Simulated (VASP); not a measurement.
# Y (Fm-3m) in VASP: further runs

Y is run at these levels: PBEsol; tasks: single point.

Program: VASP 6.6.1. These are calculated values, not measurements. Logs are shortened: lines on timing, memory, paths and dates and some standing lists are left out, and cuts for length are marked.

**1. The cell of the first run**

Symmetry: Fm-3m, No. 225, cubic system. Conventional cell: a = 4.970 Å, b = 4.970 Å, c = 4.970 Å, α = 90.00°, β = 90.00°, γ = 90.00°. Y (site symmetry m-3m) has 12 Y at 3.51 Å within 4.6 Å.

**2. Single point, PBEsol**

File INCAR:

```
SYSTEM = Y
PREC     = Accurate       ! precision mode
ENCUT    = 520            ! plane-wave cutoff, eV
EDIFF    = 1E-7           ! SCF threshold, eV
ISMEAR   = 0              ! smearing method
SIGMA    = 0.15           ! smearing width, eV
LREAL    = .False.        ! projectors in reciprocal space
LASPH    = .True.         ! aspherical terms in the spheres
NELM     = 100            ! most SCF steps
ALGO     = Normal         ! electronic algorithm
ISIF     = 2              ! what is computed and relaxed
LWAVE    = .False.        ! write WAVECAR
LCHARG   = .True.         ! write CHGCAR
GGA      = PS             ! functional
LELF     = .True.         ! ELF
LVHAR    = .True.       
NBANDS   = 12             ! bands
```

File KPOINTS:

```
Automatic mesh
0
Gamma
  16 16 16
  0 0 0
```

File POSCAR:

```
Y
1.0
    0.0000000000      2.4850000000      2.4850000000
    2.4850000000      0.0000000000      2.4850000000
    2.4850000000      2.4850000000      0.0000000000
Y
1
Direct
    0.0000000000      0.0000000000      0.0000000000
```

Potentials or basis: VASP PAW PBE potentials, release 64 (Y_sv).

Launch:

```console
$ cat potpaw_PBE.64/Y_sv/POTCAR > POTCAR
$ mpirun -np 1 vasp_std > vasp.out
```

OUTCAR:

```text
SYSTEM = Y
   PREC = Accurate
   ENCUT = 520
   EDIFF = 1E-7
   ISMEAR = 0
   LREAL = .False.
   LASPH = .True.
   NELM = 100
   ISIF = 2
   GGA = PS

 ion  position               nearest neighbor table
   1  0.000  0.000  0.000-

  LATTYP: Found a face centered cubic cell.
 ALAT       =     4.9700000000

  Lattice vectors:

 A1 = (   0.0000000000,   2.4850000000,   2.4850000000)
 A2 = (   2.4850000000,   0.0000000000,   2.4850000000)
 A3 = (   2.4850000000,   2.4850000000,   0.0000000000)

Analysis of symmetry for initial positions (statically):
=====================================================================
 Subroutine PRICEL returns:
 Original cell was already a primitive cell.

 Routine SETGRP: Setting up the symmetry group for a
 face centered cubic supercell.

 Subroutine GETGRP returns: Found 48 space group operations
 (whereof 48 operations were pure point group operations)
 out of a pool of 48 trial point group operations.

The static configuration has the point symmetry O_h .

Analysis of symmetry for dynamics (positions and initial velocities):
=====================================================================
 Subroutine PRICEL returns:
 Original cell was already a primitive cell.

 Routine SETGRP: Setting up the symmetry group for a
 face centered cubic supercell.

 Subroutine GETGRP returns: Found 48 space group operations
 (whereof 48 operations were pure point group operations)
 out of a pool of 48 trial point group operations.

The dynamic configuration has the point symmetry O_h .

 Subroutine INISYM returns: Found 48 space group operations
 (whereof 48 operations are pure point group operations),
 and found     1 'primitive' translations

----------------------------------------------------------------------------------------

                                     Primitive cell

  volume of cell :      30.6909

  direct lattice vectors                    reciprocal lattice vectors
     0.000000000  2.485000000  2.485000000    -0.201207243  0.201207243  0.201207243
     2.485000000  0.000000000  2.485000000     0.201207243 -0.201207243  0.201207243
     2.485000000  2.485000000  0.000000000     0.201207243  0.201207243 -0.201207243

  length of vectors
     3.514320702  3.514320702  3.514320702     0.348501169  0.348501169  0.348501169

  position of ions in fractional coordinates (direct lattice)
     0.000000000  0.000000000  0.000000000

  ion indices of the primitive-cell ions
   primitive index   ion index
                 1           1

----------------------------------------------------------------------------------------

 KPOINTS: Automatic mesh

Automatic generation of k-mesh.
 Grid dimensions read from file:
 generate k-points for:   16   16   16

 Generating k-lattice:

  Cartesian coordinates                     Fractional coordinates (reciprocal lattice)
    -0.012575453  0.012575453  0.012575453     0.062500000  0.000000000  0.000000000
     0.012575453 -0.012575453  0.012575453     0.000000000  0.062500000  0.000000000
     0.012575453  0.012575453 -0.012575453     0.000000000  0.000000000  0.062500000

  Length of vectors
     0.021781323  0.021781323  0.021781323

  Shift w.r.t. Gamma in fractional coordinates (k-lattice)
     0.000000000  0.000000000  0.000000000

 Subroutine IBZKPT returns following result:
 ===========================================

 Found    145 irreducible k-points:

 Following reciprocal coordinates:
            Coordinates               Weight
  0.000000  0.000000  0.000000      1.000000
  0.062500  0.000000  0.000000      8.000000
  0.125000  0.000000  0.000000      8.000000
  0.187500  0.000000  0.000000      8.000000
  0.250000  0.000000  0.000000      8.000000
  0.312500  0.000000  0.000000      8.000000
[... 16 lines left out ...]
 -0.125000  0.062500  0.000000     24.000000
 -0.062500  0.062500  0.000000     12.000000
 [... further k-points ...]
   k-points           NKPTS =    145   k-points in BZ     NKDIM =    145   number of bands    NBANDS=     12
   number of dos      NEDOS =    301   number of ions     NIONS =      1
   total plane-waves  NPLWV =  21952
   dimension x,y,z NGX =    28 NGY =   28 NGZ =   28
   dimension x,y,z NGXF=    56 NGYF=   56 NGZF=   56
   ions per type =               1
   NGX,Y,Z   is equivalent  to a cutoff of  13.25, 13.25, 13.25 a.u.
   NGXF,Y,Z  is equivalent  to a cutoff of  26.49, 26.49, 26.49 a.u.
 SYSTEM =  Y
   PREC   = accura    normal or accurate (medium, high low for compatibility)
   ISTART =      0    job   : 0-new  1-cont  2-samecut
   ICHARG =      2    charge: 1-file 2-atom 10-const
   ISPIN  =      1    spin polarized calculation?
   LNONCOLLINEAR =      F non collinear calculations
   LSORBIT =      F    spin-orbit coupling
   LASPH  =      T    aspherical Exc in radial PAW
   ENCUT  =  520.0 eV  38.22 Ry    6.18 a.u.   6.53  6.53  6.53*2*pi/ulx,y,z
   NELM   =    100;   NELMIN=  2; NELMDL= -5     # of ELM steps
   EDIFF  = 0.1E-06   stopping-criterion for ELM
   LREAL  =      F    real-space projection
   EDIFFG = 0.1E-05   stopping-criterion for IOM
   NSW    =      0    number of steps for IOM
   IBRION =     -1    ionic relax: 0-MD 1-quasi-New 2-CG
   NFREE  =      0    steps in history (QN), initial steepest desc. (CG)
   ISIF   =      2    stress and relaxation
   ISYM   =      2    0-nonsym 1-usesym 2-fastsym
   POTIM  = 0.5000    time-step for ionic-motion
   TEBEG  =    0.0;   TEEND  =   0.0 temperature during run
   PSTRESS=    0.0 pullay stress
   NELECT =      11.0000    total number of electrons
   NUPDOWN=      -1.0000    fix difference up-down
   EMIN   =  10.00;   EMAX   =-10.00  energy-range for DOS
   EFERMI =   0.00;   METHOD = LEGACY
   ISMEAR =     0;   SIGMA  =   0.15  broadening in eV -4-tet -1-fermi 0-gaus
   EFERMI_NEDOS =   21; number of points for ismear=-14 and -15
   IALGO  =     38    algorithm
   IMIX   =      4    mixing-type and parameters
     AMIX     =   0.40;   BMIX     =  1.00
     AMIX_MAG =   1.60;   BMIX_MAG =  1.00
  volume/ion in A,a.u.               =      30.69       207.11
  Fermi-wavevector in a.u.,A,eV,Ry     =   1.162883  2.197530 18.399114  1.352297
  Thomas-Fermi vector in A             =   2.299439
   LORBIT       =      0    0 simple, 1 ext, 2 COOP (PROOUT), +10 PAW based schemes
   GGA     = PS    functional components
   LHFCALC =     F    Hartree Fock is set to
   AEXX    =    0.0000 exact exchange contribution
   IVDW    =     0    specifies the selected vdW correction
   LEPSILON=     F    determine dielectric tensor
   LRPA    =     F    only Hartree local field effects (RPA)
 non-spin polarized calculation
 Gauss-broadening in eV      SIGMA  =   0.15
  energy-cutoff  :      520.00
  volume of cell :       30.69
 maximum number of plane-waves:       869
 NGX is ok and might be reduce to    28
   NGX = 13   NGY = 13   NGZ = 13

 number of electron      10.9999999 magnetization

 Free energy of the ion-electron system (eV)
  ---------------------------------------------------
  ext. energy  EPLUGINS =         0.00000000
  ---------------------------------------------------
  free energy    TOTEN  =        -6.81025555 eV

  energy without entropy =       -6.79445565  energy(sigma->0) =       -6.80235560

 E-fermi :   3.2691     XC(G=0):  -9.7996

 val. band max:        3.2505801757   @ k =   0.4375   0.1875   0.0000
 cond. band min:       3.2696719030   @ k =  -0.2500   0.3125   0.1250
 fundamental gap:      0.0190917273
 Fermi energy:         3.2690649062

 k-point     1 :       0.0000    0.0000    0.0000
  band No.  band energies     occupation
      1     -39.1796      2.00000
      2     -18.8471      2.00000
      3     -18.8471      2.00000
      4     -18.8471      2.00000
      5      -1.5900      2.00000
      6       5.1070      0.00000
      7       5.1070      0.00000
      8       5.1070      0.00000
      9       7.2679      0.00000
     10       7.2679      0.00000
     11      12.4208      0.00000
     12      15.8467      0.00000

 k-point     2 :       0.0625    0.0000    0.0000
  band No.  band energies     occupation
      1     -39.1764      2.00000
      2     -18.8753      2.00000
      3     -18.8506      2.00000
      4     -18.8506      2.00000
      5      -1.4851      2.00000
      6       4.9872      0.00000
      7       5.1570      0.00000
      8       5.1570      0.00000
      9       7.2090      0.00000
     10       7.2090      0.00000
     11      12.6652      0.00000
     12      15.3580      0.00000

 k-point     3 :       0.1250    0.0000    0.0000
  band No.  band energies     occupation
      1     -39.1672      2.00000
      2     -18.9549      2.00000
      3     -18.8605      2.00000
      4     -18.8605      2.00000
      5      -1.1816      2.00000
      6       4.6852      0.00000
      7       5.2813      0.00000
      8       5.2813      0.00000
      9       7.0846      0.00000
     10       7.0846      0.00000
     11      13.2725      0.00000
     12      14.5293      0.00000

 k-point     4 :       0.1875    0.0000    0.0000
  band No.  band energies     occupation
      1     -39.1535      2.00000
      2     -19.0718      2.00000
      3     -18.8752      2.00000
      4     -18.8752      2.00000
      5      -0.7141      2.00000
      6       4.3199      0.00000
      7       5.3908      0.00000
      8       5.3908      0.00000
      9       7.0402      0.00000
     10       7.0402      0.00000
     11      13.2992      0.00000
     12      14.5496      0.00000

 k-point     5 :       0.2500    0.0000    0.0000
  band No.  band energies     occupation
      1     -39.1373      2.00000
      2     -19.2064      2.00000
      3     -18.8926      2.00000
      4     -18.8926      2.00000
      5      -0.1454      2.00000
      6       4.0029      0.00000
      7       5.3710      0.00000
      8       5.3710      0.00000
      9       7.2359      0.00000
     10       7.2359      0.00000
     11      12.6326      0.00000
     12      15.1740      0.00000
[... 228 lines left out ...]
      1     -39.1297      2.00000
      2     -19.2520      2.00000
      3     -18.9268      2.00000
      4     -18.8908      2.00000
      5       0.1340      2.00000
      6       3.8789      0.00000
      7       5.2275      0.00000
      8       5.4214      0.00000
      9       6.9770      0.00000
     10       7.7790      0.00000
     11      12.6394      0.00000
     12      15.2326      0.00000

 k-point    22 :      -0.1875    0.0625    0.0000
  band No.  band energies     occupation
      1     -39.1460      2.00000
      2     -19.1213      2.00000
      3     -18.9070      2.00000
      4     -18.8735      2.00000
      5      -0.4478      2.00000
      6       4.1463      0.00000
      7       5.3446      0.00000
      8       5.4985      0.00000
      9       6.7039      0.00000
     10       7.4213      0.00000
     11      13.2907      0.00000
     12      14.8746      0.00000

 k-point    23 :      -0.1250    0.0625    0.0000
  band No.  band energies     occupation
      1     -39.1605      2.00000
      2     -19.0020      2.00000
      3     -18.8863      2.00000
      4     -18.8597      2.00000
      5      -0.9542      2.00000
      6       4.4858      0.00000
      7       5.3370      0.00000
      8       5.3898      0.00000
      9       6.7680      0.00000
     10       7.2726      0.00000
     11      13.6690      0.00000
     12      14.3515      0.00000

 k-point    24 :      -0.0625    0.0625    0.0000
  band No.  band energies     occupation
      1     -39.1712      2.00000
      2     -18.9149      2.00000
      3     -18.8665      2.00000
      4     -18.8516      2.00000
      5      -1.3139      2.00000
      6       4.8022      0.00000
      7       5.2347      0.00000
      8       5.2406      0.00000
      9       6.9969      0.00000
     10       7.2537      0.00000
     11      13.0447      0.00000
     12      14.9523      0.00000

 [... further k-points ...]
[... 5 lines left out ...]
  --------------------------------------------------------------------------------------
  -------------------------------------------------------------------------------------
  Total        0.0112370      0.0112370      0.0112370     -0.0000000     -0.0000000      0.0000000
  in kB        0.5866126      0.5866126      0.5866126     -0.0000000     -0.0000000      0.0000000
  external PRESSURE =       0.5866126 kB  Pullay stress =       0.0000000 kB

 VOLUME and BASIS-vectors are now :
 -----------------------------------------------------------------------------
  energy-cutoff  :      520.00
  volume of cell :       30.69
      direct lattice vectors                 reciprocal lattice vectors
     0.000000000  2.485000000  2.485000000    -0.201207243  0.201207243  0.201207243
     2.485000000  0.000000000  2.485000000     0.201207243 -0.201207243  0.201207243
     2.485000000  2.485000000  0.000000000     0.201207243  0.201207243 -0.201207243

 POSITION                                       TOTAL-FORCE (eV/Angst)
 -----------------------------------------------------------------------------------
      0.00000      0.00000      0.00000         0.000000      0.000000      0.000000
 -----------------------------------------------------------------------------------
    total drift:                               -0.000000     -0.000000     -0.000000

  FREE ENERGIE OF THE ION-ELECTRON SYSTEM (eV)
  ---------------------------------------------------
  free  energy   TOTEN  =        -6.8102555517 eV

  energy  without entropy=       -6.7944556460  energy(sigma->0) =       -6.80235560
```

Run time: 23 s. Hardware: 1 thread of Intel Xeon 6975P-C (Granite Rapids), shared host; peak memory 0.21 GiB.

Results:

```
Free energy : -6.8103 eV
Pressure    : 0.1 GPa
```

Caveat: the PAW data sets were made with another functional, which shifts forces and pressure a little.

**3. Single point, PBEsol**

File INCAR:

```
SYSTEM = Y
  PREC = Accurate
  ENCUT = 520
  EDIFF = 1E-7
  ISMEAR = 0
  SIGMA = 0.15
  LREAL = .FALSE.
  LASPH = .TRUE.
  NELM = 80
  ALGO = Normal
  ISIF = 2
  LWAVE = .FALSE.
  LCHARG = .FALSE.
  GGA = PS
  NBANDS = 12
```

File KPOINTS:

```
regular mesh
0
G
  18 18 18
  0 0 0
```

POSCAR is that of step 2.

Potentials or basis: VASP PAW PBE potentials, release 64 (Y_sv).

Launch:

```console
$ cat potpaw_PBE.64/Y_sv/POTCAR > POTCAR
$ mpirun -np 1 vasp_std > vasp.out
```

Run time: 32 s. Hardware: 1 thread of Intel Xeon 6975P-C (Granite Rapids), shared host; peak memory 0.24 GiB.

The run converged. Its results:

| Property | Result |
| --- | --- |
| Free energy | -6.8103 eV |
| Pressure | 0.1 GPa |

Levels at points of the mesh, in eV from the Fermi level:
| k point | band 3 | band 4 | band 5 | band 6 | band 7 | band 8 |
| --- | --- | --- | --- | --- | --- | --- |
| (0.00, 0.00, 0.00) | -22.12 | -22.12 | -4.86 | 1.84 | 1.84 | 1.84 |
| (0.50, 0.00, 0.00) | -22.21 | -22.21 | -2.07 | 0.81 | 1.65 | 1.65 |
| (0.50, 0.50, 0.00) | -22.36 | -22.36 | -1.89 | -0.99 | 2.35 | 5.59 |

Caveat: the PAW data sets were made with another functional, which shifts forces and pressure a little.
